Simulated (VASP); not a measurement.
# SiNi2 (P6_3/mmc) in VASP: further runs

The runs below take SiNi2 through single point, with PBE.

Everything below comes from runs of VASP 6.6.1. Logs are shortened: lines on timing, memory, paths and dates and some standing lists are left out, and cuts for length are marked.

### Step 1. The cell of the first run

Symmetry: P6_3/mmc, No. 194, hexagonal system. The conventional cell has a = 3.834 Å, b = 3.834 Å, c = 5.070 Å, α = 90.00°, β = 90.00°, γ = 120.00°. Within 2.9 Å of Si (site symmetry -6m2) lie 11 Ni at 2.21 to 2.55 Å. Ni (site symmetry -3m) has 8 Ni at 2.54 to 2.55 Å and 6 Si at 2.55 Å within 3.3 Å. Within 2.9 Å of Ni (site symmetry -6m2) lie 5 Si at 2.21 to 2.54 Å and 6 Ni at 2.55 Å.

### Step 2. Single point, PBE (biaxial strain in the a-b plane: -2.0 %, then relaxed in part)

Input file INCAR:

```
PREC     = Accurate       # precision mode
ENCUT    = 520            # plane-wave cutoff, eV
EDIFF    = 1E-6           # SCF threshold, eV
ISMEAR   = 0              # smearing method
SIGMA    = 0.1            # smearing width, eV
LREAL    = False          # projectors in reciprocal space
LASPH    = True           # aspherical terms in the spheres
NELM     = 100            # most SCF steps
ALGO     = Fast           # electronic algorithm
ISIF     = 2              # what is computed and relaxed
LWAVE    = False          # write WAVECAR
LCHARG   = True           # write CHGCAR
GGA      = PE             # functional
LELF     = True           # ELF
LVHAR    = True         
NBANDS   = 33             # bands
```

Input file KPOINTS:

```
regular mesh
0
Gamma
  12 12 8
```

Input file POSCAR:

```
SiNi2
1.0
    3.8336877761      0.0000000000      0.0000000000
   -1.9168438881      3.3200710043      0.0000000000
    0.0000000000      0.0000000000      5.0702565793
Si Ni
2 4
Direct
    0.3333333333      0.6666666667      0.7500000000
    0.6666666667      0.3333333333      0.2500000000
    0.0000000000      0.0000000000      0.0000000000
    0.0000000000      0.0000000000      0.5000000000
    0.3333333333      0.6666666667      0.2500000000
    0.6666666667      0.3333333333      0.7500000000
```

Potentials or basis: VASP PAW PBE potentials, release 64 (Si, Ni).

Command:

```console
cat potpaw_PBE.64/Si/POTCAR potpaw_PBE.64/Ni/POTCAR > POTCAR
mpirun -np 1 vasp_std > vasp.out
```

OUTCAR:

```text
PREC = Accurate
   ENCUT = 520
   EDIFF = 1E-6
   ISMEAR = 0
   LREAL = False
   LASPH = True
   NELM = 100
   ISIF = 2
   GGA = PE

 ion  position               nearest neighbor table
   1  0.333  0.667  0.750-   6 2.21   6 2.21   6 2.21   5 2.54   5 2.54   3 2.55   4 2.55   4 2.55
                             3 2.55   4 2.55   3 2.55
   2  0.667  0.333  0.250-   5 2.21   5 2.21   5 2.21   6 2.54   6 2.54   3 2.55   4 2.55   3 2.55
                             4 2.55   3 2.55   4 2.55
   3  0.000  0.000  0.000-   4 2.54   4 2.54   1 2.55   5 2.55   6 2.55   2 2.55   2 2.55   6 2.55
                             1 2.55   5 2.55   2 2.55   6 2.55   1 2.55   5 2.55
   4  0.000  0.000  0.500-   3 2.54   3 2.54   1 2.55   5 2.55   6 2.55   2 2.55   2 2.55   6 2.55
                             1 2.55   5 2.55   2 2.55   6 2.55   1 2.55   5 2.55
   5  0.333  0.667  0.250-   2 2.21   2 2.21   2 2.21   1 2.54   1 2.54   3 2.55   4 2.55   4 2.55
                             3 2.55   4 2.55   3 2.55
   6  0.667  0.333  0.750-   1 2.21   1 2.21   1 2.21   2 2.54   2 2.54   3 2.55   4 2.55   3 2.55
                             4 2.55   3 2.55   4 2.55

  LATTYP: Found a hexagonal cell.
 ALAT       =     3.8336877761
 C/A-ratio  =     1.3225533417

  Lattice vectors:

 A1 = (   3.8336877761,   0.0000000000,   0.0000000000)
 A2 = (  -1.9168438881,   3.3200710043,   0.0000000000)
 A3 = (   0.0000000000,   0.0000000000,   5.0702565793)

Analysis of symmetry for initial positions (statically):
=====================================================================
 Subroutine PRICEL returns:
 Original cell was already a primitive cell.

 Routine SETGRP: Setting up the symmetry group for a
 hexagonal supercell.

 Subroutine GETGRP returns: Found 24 space group operations
 (whereof 12 operations were pure point group operations)
 out of a pool of 24 trial point group operations.

The static configuration has the point symmetry D_3d.
 The point group associated with its full space group is D_6h.

Analysis of symmetry for dynamics (positions and initial velocities):
=====================================================================
 Subroutine PRICEL returns:
 Original cell was already a primitive cell.

 Routine SETGRP: Setting up the symmetry group for a
 hexagonal supercell.

 Subroutine GETGRP returns: Found 24 space group operations
 (whereof 12 operations were pure point group operations)
 out of a pool of 24 trial point group operations.

The dynamic configuration has the point symmetry D_3d.
 The point group associated with its full space group is D_6h.

 Subroutine INISYM returns: Found 24 space group operations
[... 111 lines left out ...]
   ISIF   =      2    stress and relaxation
   ISYM   =      2    0-nonsym 1-usesym 2-fastsym
   POTIM  = 0.5000    time-step for ionic-motion
   TEBEG  =    0.0;   TEEND  =   0.0 temperature during run
   PSTRESS=    0.0 pullay stress
   NELECT =      48.0000    total number of electrons
   NUPDOWN=      -1.0000    fix difference up-down
   EMIN   =  10.00;   EMAX   =-10.00  energy-range for DOS
   EFERMI =   0.00;   METHOD = LEGACY
   ISMEAR =     0;   SIGMA  =   0.10  broadening in eV -4-tet -1-fermi 0-gaus
   EFERMI_NEDOS =   21; number of points for ismear=-14 and -15
   IALGO  =     68    algorithm
   IMIX   =      4    mixing-type and parameters
     AMIX     =   0.40;   BMIX     =  1.00
     AMIX_MAG =   1.60;   BMIX_MAG =  1.00
  volume/ion in A,a.u.               =      10.76        72.58
  Fermi-wavevector in a.u.,A,eV,Ry     =   1.483283  2.802998 29.934548  2.200127
  Thomas-Fermi vector in A             =   2.596963
   LORBIT       =      0    0 simple, 1 ext, 2 COOP (PROOUT), +10 PAW based schemes
   GGA     = PE    functional components
   LHFCALC =     F    Hartree Fock is set to
   AEXX    =    0.0000 exact exchange contribution
   IVDW    =     0    specifies the selected vdW correction
   LEPSILON=     F    determine dielectric tensor
   LRPA    =     F    only Hartree local field effects (RPA)
 non-spin polarized calculation
 RMM-DIIS sequential band-by-band and
 Gauss-broadening in eV      SIGMA  =   0.10
  energy-cutoff  :      520.00
  volume of cell :       64.53
 maximum number of plane-waves:      1773
 NGX is ok and might be reduce to    30
   NGX = 15   NGY = 15   NGZ = 19

 number of electron      47.9999978 magnetization

 Free energy of the ion-electron system (eV)
  ---------------------------------------------------
  ext. energy  EPLUGINS =         0.00000000
  ---------------------------------------------------
  free energy    TOTEN  =       -35.68902473 eV

  energy without entropy =      -35.67087191  energy(sigma->0) =      -35.67994832

 E-fermi :  11.3212     XC(G=0): -13.0133

 val. band max:       11.3049296807   @ k =   0.2500   0.2500   0.5000
 cond. band min:      11.3218293699   @ k =   0.1667   0.0833   0.1250
 fundamental gap:      0.0168996893
 Fermi energy:        11.3211553897

 k-point     1 :       0.0000    0.0000    0.0000
  band No.  band energies     occupation
      1      -1.3414      2.00000
      2       2.8613      2.00000
      3       4.7028      2.00000
      4       6.1999      2.00000
      5       6.1999      2.00000
      6       7.3130      2.00000
[... 853 lines left out ...]
     32      18.4368      0.00000
     33      20.0338      0.00000

 [... further k-points ...]

------------------------ aborting loop because EDIFF is reached ----------------------------------------

  FORCE on cell =-STRESS in cart. coord.  units (eV):
  Direction    XX          YY          ZZ          XY          YZ          ZX
  --------------------------------------------------------------------------------------
  -------------------------------------------------------------------------------------
  Total        4.1027076      4.1027076      0.0794849     -0.0000000      0.0000000      0.0000000
  in kB      101.8561121    101.8561121      1.9733363     -0.0000000      0.0000000      0.0000000
  external PRESSURE =      68.5618535 kB  Pullay stress =       0.0000000 kB

 VOLUME and BASIS-vectors are now :
 -----------------------------------------------------------------------------
  energy-cutoff  :      520.00
  volume of cell :       64.53
      direct lattice vectors                 reciprocal lattice vectors
     3.833687776  0.000000000  0.000000000     0.260845447  0.150599189  0.000000000
    -1.916843888  3.320071004  0.000000000     0.000000000  0.301198378  0.000000000
     0.000000000  0.000000000  5.070256579     0.000000000  0.000000000  0.197228678

 POSITION                                       TOTAL-FORCE (eV/Angst)
 -----------------------------------------------------------------------------------
     -0.00000      2.21338      3.80269         0.000000      0.000000      0.000000
      1.91684      1.10669      1.26756        -0.000000      0.000000      0.000000
      0.00000      0.00000      0.00000         0.000000     -0.000000      0.000000
      0.00000      0.00000      2.53513         0.000000     -0.000000      0.000000
     -0.00000      2.21338      1.26756         0.000000     -0.000000      0.000000
      1.91684      1.10669      3.80269        -0.000000     -0.000000      0.000000
 -----------------------------------------------------------------------------------
    total drift:                                0.000000     -0.000000      0.000000

  FREE ENERGIE OF THE ION-ELECTRON SYSTEM (eV)
  ---------------------------------------------------
  free  energy   TOTEN  =       -35.6890247331 eV

  energy  without entropy=      -35.6708719126  energy(sigma->0) =      -35.67994832
```

stdout:

```text
POSCAR found type information on POSCAR SiNi
 POSCAR found :  2 types and       6 ions
 scaLAPACK will be used
 LDA part: xc-table for (Slater+PW92), standard interpolation
 POSCAR, INCAR and KPOINTS ok, starting setup
 FFT: planning ... GRIDC
 FFT: planning ... GRID_SOFT
 FFT: planning ... GRID
 WAVECAR not read
 entering main loop
```

Run time: 2.5 min. Hardware: 1 thread of Intel Xeon 6975P-C (Granite Rapids), shared host; peak memory 0.29 GiB.

Results:

```
Free energy            : -35.6890 eV
Pressure               : 6.9 GPa
Band gap on the k mesh : zero (bands 24 and 25 overlap by 3.66 eV)
```

Caveat: the cell differs from its parent crystal (biaxial strain in the a-b plane: -2.0 %, then relaxed in part); the cell stands under pressure.

### Step 3. Single point, PBE

This run uses another cell than the first one, of 11.03 Å³/atom.

Input file INCAR:

```
ALGO = Fast
EDIFF = 1E-6
ENCUT = 520
GGA = PE
ISIF = 2
ISMEAR = 0
LASPH = T
LCHARG = F
LREAL = F
LWAVE = F
NBANDS = 33
NELM = 80
PREC = Accurate
SIGMA = 0.1
```

Input file KPOINTS:

```
k-points
0
Gamma
  12 12 8
```

Edit POSCAR of step 2 so:

```diff
@@ -2,5 +2,5 @@
 1.0
-    3.8336877761      0.0000000000      0.0000000000
-   -1.9168438881      3.3200710043      0.0000000000
-    0.0000000000      0.0000000000      5.0702565793
+    3.9119263022      0.0000000000      0.0000000000
+   -1.9559631511      3.3878275554      0.0000000000
+    0.0000000000      0.0000000000      4.9914522210
 Si Ni
```

Potentials or basis: VASP PAW PBE potentials, release 64 (Si, Ni).

Command:

```console
cat potpaw_PBE.64/Si/POTCAR potpaw_PBE.64/Ni/POTCAR > POTCAR
mpirun -np 1 vasp_std > vasp.out
```

Run time: 2.4 min. Hardware: 1 thread of Intel Xeon 6975P-C (Granite Rapids), shared host; peak memory 0.29 GiB.

It converged, with:

- Free energy: -35.7700 eV
- Pressure: 0.1 GPa
- Band gap on the k mesh: zero (bands 24 and 25 overlap by 3.20 eV)

Stress tensor (GPa, compression positive):
```
0.19 0.00 0.00
0.00 0.19 0.00
0.00 0.00 0.01
```

Levels at points of the mesh, in eV from the Fermi level:
| k point | band 22 | band 23 | band 24 | band 25 | band 26 | band 27 |
| --- | --- | --- | --- | --- | --- | --- |
| (0.00, 0.00, 0.00) | -0.61 | 0.11 | 2.61 | 2.73 | 2.73 | 2.78 |
| (0.50, 0.00, 0.00) | -1.18 | -0.99 | -0.67 | -0.55 | 1.07 | 1.79 |
| (0.00, 0.00, 0.50) | -1.21 | 2.04 | 2.04 | 3.23 | 3.23 | 3.23 |
| (0.50, 0.00, 0.50) | -1.23 | -0.89 | -0.89 | 0.93 | 0.93 | 2.82 |

Spin polarisation is off, so any magnetic state and its effect on volume and gap are missing.

### Step 4. Single point, PBE (biaxial strain in the a-b plane: +2.0 %, then relaxed in part)

Input file INCAR:

```
SYSTEM = SiNi2
ALGO = Fast
EDIFF = 1E-7
ENCUT = 520
GGA = PE
ISIF = 2
ISMEAR = 0
LASPH = .True.
LCHARG = .False.
LREAL = .False.
LWAVE = .False.
NBANDS = 33
NELM = 60
PREC = Accurate
SIGMA = 0.1
```

Input file KPOINTS:

```
k-points
0
Gamma
  12 12 8
  0 0 0
```

Edit POSCAR of step 3 so:

```diff
@@ -2,5 +2,5 @@
 1.0
-    3.9119263022      0.0000000000      0.0000000000
-   -1.9559631511      3.3878275554      0.0000000000
-    0.0000000000      0.0000000000      4.9914522210
+    3.9901648282      0.0000000000      0.0000000000
+   -1.9950824141      3.4555841065      0.0000000000
+    0.0000000000      0.0000000000      4.9295078811
 Si Ni
```

Command:

```console
cat potpaw_PBE.64/Si/POTCAR potpaw_PBE.64/Ni/POTCAR > POTCAR
mpirun -np 1 vasp_std > vasp.out
```

Run time: 2.4 min. Hardware: 1 thread of Intel Xeon 6975P-C (Granite Rapids), shared host; peak memory 0.29 GiB.

Results (log left out):

```
Free energy            : -35.6998 eV
Pressure               : -5.6 GPa
Band gap on the k mesh : zero (bands 24 and 25 overlap by 2.87 eV)
```

Stress tensor (GPa, compression positive):
```
-8.37  0.00  0.00
 0.00 -8.37  0.00
 0.00  0.00 -0.06
```

Levels at points of the mesh, in eV from the Fermi level:
```csv
k point,band 20,band 21,band 22,band 23,band 24,band 25,band 26,band 27,band 28,band 29
"(0.00, 0.00, 0.00)",-1.18,-0.61,-0.61,0.20,2.25,2.50,2.50,2.54,2.54,3.03
"(0.50, 0.00, 0.00)",-1.35,-1.15,-1.15,-0.96,-0.65,-0.49,1.03,1.70,2.66,3.53
"(0.00, 0.00, 0.50)",-1.18,-1.18,-1.18,1.86,1.86,3.04,3.04,3.04,3.04,4.14
"(0.50, 0.00, 0.50)",-1.56,-1.19,-1.19,-0.84,-0.84,0.89,0.89,2.55,2.55,5.85
```

Caveat: the cell differs from its parent crystal (biaxial strain in the a-b plane: +2.0 %, then relaxed in part); the cell stands under tension. Spin polarisation is off, so any magnetic state and its effect on volume and gap are missing.

### Step 5. Overview

| cell | further INCAR settings | gap on the mesh (eV) | pressure (GPa) |
| --- | --- | --- | --- |
| a = 3.834, b = 3.834, c = 5.070 Å, angles 90.0, 90.0, 120.0°, 6 atoms | ALGO = Fast; EDIFF = 1e-06; NBANDS = 33 | none | 6.9 |
| a = 3.912, b = 3.912, c = 4.991 Å, angles 90.0, 90.0, 120.0°, 6 atoms | ALGO = Fast; EDIFF = 1e-06; NBANDS = 33 | none | 0.1 |
| a = 3.990, b = 3.990, c = 4.930 Å, angles 90.0, 90.0, 120.0°, 6 atoms | ALGO = Fast; EDIFF = 1e-07; NBANDS = 33 | none | -5.6 |

Alike in all rows: task single point; level PBE; potentials or basis VASP PAW PBE potentials, release 64 (Si, Ni); no spin polarisation; k mesh 12 × 12 × 8; cutoff (eV) 520; smearing gaussian 0.1 eV.

Caveats: the cell stands under pressure (at least some runs); the cell stands under tension (at least some runs).

Absolute energies hang on the potentials; compare differences alone.
